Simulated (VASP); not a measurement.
# C (P6_3/mmc) in VASP: a series of runs, part 2 of 2

VASP 6.6.1.

### 3 Single point, PBE (biaxial strain in the a-b plane: -4.5 %, then relaxed in part)

INCAR reads:

```
SYSTEM = C
PREC = Accurate ; ENCUT = 520
EDIFF = 1E-7 ; ISMEAR = 0
SIGMA = 0.1 ; LREAL = .FALSE.
LASPH = .TRUE. ; NELM = 80
ALGO = Normal ; ISIF = 2
LWAVE = .FALSE. ; LCHARG = .FALSE.
GGA = PE ; NBANDS = 16
```

KPOINTS reads:

```
regular mesh
0
G
  24 24 6
  0 0 0
```

POSCAR reads:

```
C
1.0
    2.3555388314      0.0000000000      0.0000000000
   -1.1777694157      2.0399564676      0.0000000000
    0.0000000000      0.0000000000      8.6940162224
C
4
Direct
    0.0000000000      0.0000000000      0.2500000000
    0.0000000000      0.0000000000      0.7500000000
    0.3333333333      0.6666666667      0.2500000000
    0.6666666667      0.3333333333      0.7500000000
```

Potentials or basis: VASP PAW PBE potentials, release 64 (C).

Started as:

```
cat potpaw_PBE.64/C/POTCAR > POTCAR
mpirun -np 1 vasp_std > vasp.out
```

OUTCAR:

```text
SYSTEM = C
   PREC = Accurate
   ENCUT = 520
   EDIFF = 1E-7
   ISMEAR = 0
   LREAL = .FALSE.
   LASPH = .TRUE.
   NELM = 80
   ISIF = 2
   GGA = PE

 ion  position               nearest neighbor table
   1  0.000  0.000  0.250-   3 1.36   3 1.36   3 1.36
   2  0.000  0.000  0.750-   4 1.36   4 1.36   4 1.36
   3  0.333  0.667  0.250-   1 1.36   1 1.36   1 1.36
   4  0.667  0.333  0.750-   2 1.36   2 1.36   2 1.36

  LATTYP: Found a hexagonal cell.
 ALAT       =     2.3555388314
 C/A-ratio  =     3.6908821483

  Lattice vectors:

 A1 = (   2.3555388314,   0.0000000000,   0.0000000000)
 A2 = (  -1.1777694157,   2.0399564676,   0.0000000000)
 A3 = (   0.0000000000,   0.0000000000,   8.6940162224)

Analysis of symmetry for initial positions (statically):
=====================================================================
 Subroutine PRICEL returns:
 Original cell was already a primitive cell.

 Routine SETGRP: Setting up the symmetry group for a
 hexagonal supercell.

 Subroutine GETGRP returns: Found 24 space group operations
 (whereof 12 operations were pure point group operations)
 out of a pool of 24 trial point group operations.

The static configuration has the point symmetry D_3d.
 The point group associated with its full space group is D_6h.

Analysis of symmetry for dynamics (positions and initial velocities):
=====================================================================
 Subroutine PRICEL returns:
 Original cell was already a primitive cell.

 Routine SETGRP: Setting up the symmetry group for a
 hexagonal supercell.

 Subroutine GETGRP returns: Found 24 space group operations
 (whereof 12 operations were pure point group operations)
 out of a pool of 24 trial point group operations.

The dynamic configuration has the point symmetry D_3d.
 The point group associated with its full space group is D_6h.

 Subroutine INISYM returns: Found 24 space group operations
 (whereof 12 operations are pure point group operations),
 and found     1 'primitive' translations

----------------------------------------------------------------------------------------

                                     Primitive cell

  volume of cell :      41.7765

  direct lattice vectors                    reciprocal lattice vectors
     2.355538831  0.000000000  0.000000000     0.424531316  0.245103270  0.000000000
    -1.177769416  2.039956468  0.000000000     0.000000000  0.490206539  0.000000000
     0.000000000  0.000000000  8.694016222     0.000000000  0.000000000  0.115021640

  length of vectors
     2.355538831  2.355538831  8.694016222     0.490206539  0.490206539  0.115021640

  position of ions in fractional coordinates (direct lattice)
     0.000000000  0.000000000  0.250000000
     0.000000000  0.000000000  0.750000000
     0.333333333  0.666666667  0.250000000
     0.666666667  0.333333333  0.750000000

  ion indices of the primitive-cell ions
   primitive index   ion index
                 1           1
                 2           2
                 3           3
                 4           4

[... 26 lines left out ...]
 Following reciprocal coordinates:
            Coordinates               Weight
  0.000000  0.000000  0.000000      1.000000
  0.041667  0.000000  0.000000      6.000000
  0.083333 -0.000000  0.000000      6.000000
  0.125000  0.000000  0.000000      6.000000
  0.166667  0.000000  0.000000      6.000000
  0.208333  0.000000  0.000000      6.000000
[... 16 lines left out ...]
  0.416667  0.041667  0.000000     12.000000
  0.458333  0.041667  0.000000     12.000000
 [... further k-points ...]
   k-points           NKPTS =    244   k-points in BZ     NKDIM =    244   number of bands    NBANDS=     16
   number of dos      NEDOS =    301   number of ions     NIONS =      4
   total plane-waves  NPLWV =  22680
   dimension x,y,z NGX =    18 NGY =   18 NGZ =   70
   dimension x,y,z NGXF=    36 NGYF=   36 NGZF=  140
   ions per type =               4
   NGX,Y,Z   is equivalent  to a cutoff of  12.70, 12.70, 13.39 a.u.
   NGXF,Y,Z  is equivalent  to a cutoff of  25.41, 25.41, 26.77 a.u.
 SYSTEM =  C
   PREC   = accura    normal or accurate (medium, high low for compatibility)
   ISTART =      0    job   : 0-new  1-cont  2-samecut
   ICHARG =      2    charge: 1-file 2-atom 10-const
   ISPIN  =      1    spin polarized calculation?
   LNONCOLLINEAR =      F non collinear calculations
   LSORBIT =      F    spin-orbit coupling
   LASPH  =      T    aspherical Exc in radial PAW
   ENCUT  =  520.0 eV  38.22 Ry    6.18 a.u.   4.38  4.38 16.17*2*pi/ulx,y,z
   NELM   =     80;   NELMIN=  2; NELMDL= -5     # of ELM steps
   EDIFF  = 0.1E-06   stopping-criterion for ELM
   LREAL  =      F    real-space projection
   EDIFFG = 0.1E-05   stopping-criterion for IOM
   NSW    =      0    number of steps for IOM
   IBRION =     -1    ionic relax: 0-MD 1-quasi-New 2-CG
   NFREE  =      0    steps in history (QN), initial steepest desc. (CG)
   ISIF   =      2    stress and relaxation
   ISYM   =      2    0-nonsym 1-usesym 2-fastsym
   POTIM  = 0.5000    time-step for ionic-motion
   TEBEG  =    0.0;   TEEND  =   0.0 temperature during run
   PSTRESS=    0.0 pullay stress
   NELECT =      16.0000    total number of electrons
   NUPDOWN=      -1.0000    fix difference up-down
   EMIN   =  10.00;   EMAX   =-10.00  energy-range for DOS
   EFERMI =   0.00;   METHOD = LEGACY
   ISMEAR =     0;   SIGMA  =   0.10  broadening in eV -4-tet -1-fermi 0-gaus
   EFERMI_NEDOS =   21; number of points for ismear=-14 and -15
   IALGO  =     38    algorithm
   IMIX   =      4    mixing-type and parameters
     AMIX     =   0.40;   BMIX     =  1.00
     AMIX_MAG =   1.60;   BMIX_MAG =  1.00
  volume/ion in A,a.u.               =      10.44        70.48
  Fermi-wavevector in a.u.,A,eV,Ry     =   1.188879  2.246655 19.230924  1.413433
  Thomas-Fermi vector in A             =   2.324999
   LORBIT       =      0    0 simple, 1 ext, 2 COOP (PROOUT), +10 PAW based schemes
   GGA     = PE    functional components
   LHFCALC =     F    Hartree Fock is set to
   AEXX    =    0.0000 exact exchange contribution
   IVDW    =     0    specifies the selected vdW correction
   LEPSILON=     F    determine dielectric tensor
   LRPA    =     F    only Hartree local field effects (RPA)
 non-spin polarized calculation
 Gauss-broadening in eV      SIGMA  =   0.10
  energy-cutoff  :      520.00
  volume of cell :       41.78
 maximum number of plane-waves:      1172
 NGX is ok and might be reduce to    18

 number of electron      16.0000004 magnetization

 Free energy of the ion-electron system (eV)
  ---------------------------------------------------
  ext. energy  EPLUGINS =         0.00000000
  ---------------------------------------------------
  free energy    TOTEN  =       -36.26852783 eV

  energy without entropy =      -36.26788660  energy(sigma->0) =      -36.26820722

 E-fermi :   3.4152     XC(G=0):  -8.8187

 val. band max:        3.4148696104   @ k =   0.3333   0.3333   0.1667
 cond. band min:       3.4152249719   @ k =   0.3333   0.3333   0.3333
 fundamental gap:      0.0003553615
 Fermi energy:         3.4151503757

 k-point     1 :       0.0000    0.0000    0.0000
  band No.  band energies     occupation
      1     -17.2484      2.00000
      2     -17.2218      2.00000
      3      -5.3614      2.00000
      4      -4.9771      2.00000
      5       0.4525      2.00000
      6       0.4525      2.00000
[... 433 lines left out ...]
      3     -10.4264      2.00000
      4     -10.4144      2.00000
      5      -3.5183      2.00000
      6      -3.5159      2.00000
[... 8 lines left out ...]
     15      16.1411      0.00000
     16      17.3006      0.00000

 [... further k-points ...]

------------------------ aborting loop because EDIFF is reached ----------------------------------------

  FORCE on cell =-STRESS in cart. coord.  units (eV):
  Direction    XX          YY          ZZ          XY          YZ          ZX
  --------------------------------------------------------------------------------------
  -------------------------------------------------------------------------------------
  Total       14.1201472     14.1201472     -0.0264605     -0.0000000     -0.0000000      0.0000000
  in kB      541.5246013    541.5246013     -1.0147910     -0.0000000     -0.0000000      0.0000000
  external PRESSURE =     360.6781372 kB  Pullay stress =       0.0000000 kB

 VOLUME and BASIS-vectors are now :
 -----------------------------------------------------------------------------
  energy-cutoff  :      520.00
  volume of cell :       41.78
      direct lattice vectors                 reciprocal lattice vectors
     2.355538831  0.000000000  0.000000000     0.424531316  0.245103270  0.000000000
    -1.177769416  2.039956468  0.000000000     0.000000000  0.490206539  0.000000000
     0.000000000  0.000000000  8.694016222     0.000000000  0.000000000  0.115021640

 POSITION                                       TOTAL-FORCE (eV/Angst)
 -----------------------------------------------------------------------------------
      0.00000      0.00000      2.17350        -0.000000     -0.000000     -0.000000
      0.00000      0.00000      6.52051        -0.000000      0.000000     -0.000000
     -0.00000      1.35997      2.17350         0.000000      0.000000     -0.000000
      1.17777      0.67999      6.52051        -0.000000      0.000000      0.000000
 -----------------------------------------------------------------------------------
    total drift:                                0.000000     -0.000000      0.000000

  FREE ENERGIE OF THE ION-ELECTRON SYSTEM (eV)
  ---------------------------------------------------
  free  energy   TOTEN  =       -36.2685278286 eV

  energy  without entropy=      -36.2678866033  energy(sigma->0) =      -36.26820722
```

stdout:

```text
POSCAR found type information on POSCAR C
 POSCAR found :  1 types and       4 ions
 scaLAPACK will be used
 LDA part: xc-table for (Slater+PW92), standard interpolation
 POSCAR, INCAR and KPOINTS ok, starting setup
 FFT: planning ... GRIDC
 FFT: planning ... GRID_SOFT
 FFT: planning ... GRID
 WAVECAR not read
 entering main loop
```

Wall time 4.9 min (1 thread of AMD EPYC, shared host); peak memory 0.2 GiB.

Results:

```yaml
Free_energy: -36.2685 eV
Pressure: 36.1 GPa
Band_gap_on_the_k_mesh: zero (filled and empty bands touch)
```

Caveat: the cell differs from its parent crystal (biaxial strain in the a-b plane: -4.5 %, then relaxed in part); the cell stands under pressure; this functional lacks dispersion, which binds the layers, so the pressure and a relaxed spacing across them are unreliable.

### 4 Single point, PBE

This run uses another cell than the first one: it holds 4 atoms, not 16.

INCAR reads:

```
PREC = Accurate
ENCUT = 520
EDIFF = 1E-6
ISMEAR = 0
SIGMA = 0.1
LREAL = False
LASPH = True
NELM = 80
ALGO = Normal
ISIF = 2
LWAVE = False
LCHARG = False
GGA = PE
NBANDS = 16
```

KPOINTS reads:

```
Automatic mesh
0
Gamma
  18 18 6
```

POSCAR reads:

```
C
1.0
    2.4665328077      0.0000000000      0.0000000000
   -1.2332664039      2.1360800708      0.0000000000
    0.0000000000      0.0000000000      8.4654490968
C
4
Direct
    0.0000000000      0.0000000000      0.2500000000
    0.0000000000      0.0000000000      0.7500000000
    0.3333333333      0.6666666667      0.2500000000
    0.6666666667      0.3333333333      0.7500000000
```

Started as:

```
cat potpaw_PBE.64/C/POTCAR > POTCAR
mpirun -np 1 vasp_std > vasp.out
```

It took 2.2 min on 1 thread of AMD EPYC, shared host; peak memory 0.17 GiB.

The run converged. Its results:

- Free energy: -36.9044 eV
- Pressure: 0.4 GPa
- Band gap on the k mesh: zero (filled and empty bands touch)

Stress tensor (GPa, compression positive):
```
 0.55  0.00  0.00
 0.00  0.55  0.00
 0.00  0.00 -0.01
```

Levels at points of the mesh, in eV from the Fermi level:
```
           k point  band 5  band 6  band 7  band 8  band 9  band 10  band 11  band 12
(0.00, 0.00, 0.00)   -3.04   -3.04   -3.04   -3.04    3.11     6.48     8.30     8.30
(0.50, 0.00, 0.00)   -6.42   -6.42   -2.44   -2.28    1.58     1.80     7.33     7.39
(0.00, 0.00, 0.50)   -3.04   -3.04   -3.04   -3.04    4.40     4.40     8.30     8.30
(0.50, 0.00, 0.50)   -6.42   -6.42   -2.36   -2.36    1.67     1.67     7.36     7.36
```

Caveat: this functional lacks dispersion, which binds the layers, so the pressure and a relaxed spacing across them are unreliable.

### 5 Summary

| cell | k mesh | gap on the mesh (eV) | pressure (GPa) |
| --- | --- | --- | --- |
| a = 4.933, b = 4.933, c = 8.465 Å, angles 90.0, 90.0, 120.0°, 16 atoms, atomic positions A | 9 × 9 × 5 | none | 0.3 |
| a = 2.356, b = 2.356, c = 8.694 Å, angles 90.0, 90.0, 120.0°, 4 atoms, atomic positions B | 24 × 24 × 6 | none | 36.1 |
| a = 2.467, b = 2.467, c = 8.465 Å, angles 90.0, 90.0, 120.0°, 4 atoms, atomic positions B | 18 × 18 × 6 | none | 0.4 |

Alike in all rows: task single point; level PBE; potentials or basis VASP PAW PBE potentials, release 64 (C); no spin polarisation; cutoff (eV) 520; smearing gaussian 0.1 eV.

Caveats: this functional lacks dispersion, which binds the layers, so the pressure and a relaxed spacing across them are unreliable; the cell stands under pressure (at least some runs).

Absolute energies hang on the potentials; compare differences alone.
